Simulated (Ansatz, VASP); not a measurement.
# Sn in VASP and in Ansatz

File INCAR:

```
SYSTEM = Sn
PREC = Accurate
ENCUT = 520
EDIFF = 1E-6
ISMEAR = -1
SIGMA = 0.1
LREAL = .FALSE.
LASPH = .TRUE.
NELM = 80
ALGO = Normal
ISIF = 2
LWAVE = .FALSE.
LCHARG = .TRUE.
GGA = PE
LELF = .TRUE.
LVHAR = .TRUE.
NBANDS = 13
```

File KPOINTS:

```
regular mesh
0
G
  14 14 14
  0 0 0
```

Contents of POSCAR:

```
Sn
1.0
   -1.5115175633      1.5115175633      1.5115175633
    1.5115175633     -1.5115175633      1.5115175633
    1.5115175633      1.5115175633     -1.5115175633
Sn
1
Direct
    0.0000000000      0.0000000000      0.0000000000
```

Input for Ansatz:

```yaml
crystal:
  lattice:
    - [-1.5115175633, 1.5115175633, 1.5115175633]
    - [1.5115175633, -1.5115175633, 1.5115175633]
    - [1.5115175633, 1.5115175633, -1.5115175633]
  atoms:
    - { symbol: Sn, position: [0.0, 0.0, 0.0] }
kpoints:
  mp_grid: { grid: [14, 14, 14] }
scf:
  occupations: { method: fermi_dirac, width: 0.1 }
hamiltonian:
  xc: pbe
  pseudopotentials: { kind: all_electron, lapw: { basis_error: 0.001 } }
output:
  forces: true
  stress: true
  eigenvalues: true
  populations: true
```

Change from the starting cell: volume scaled by 0.5, LAPW.

Alike in both runs: task single point; functional PBE; k mesh 14 × 14 × 14; occupations fermi-dirac, width 0.1 eV; no spin polarisation.

```csv
,VASP,Ansatz
version,VASP 6.6.1,Ansatz 0.2.0
potentials or method,"VASP PAW PBE potentials, release 64 (Sn_d), cutoff 520 eV","all-electron LAPW, scalar-relativistic"
```

```csv
,VASP,Ansatz,Ansatz less VASP
pressure (GPa),177.0,176.6,-0.44
```

Both programs put the cell under a high pressure, so it lies far from rest at this level. Ansatz ran all-electron here, and VASP with PAW potentials.

Noted on VASP's run: the cell as given lies far from equilibrium.
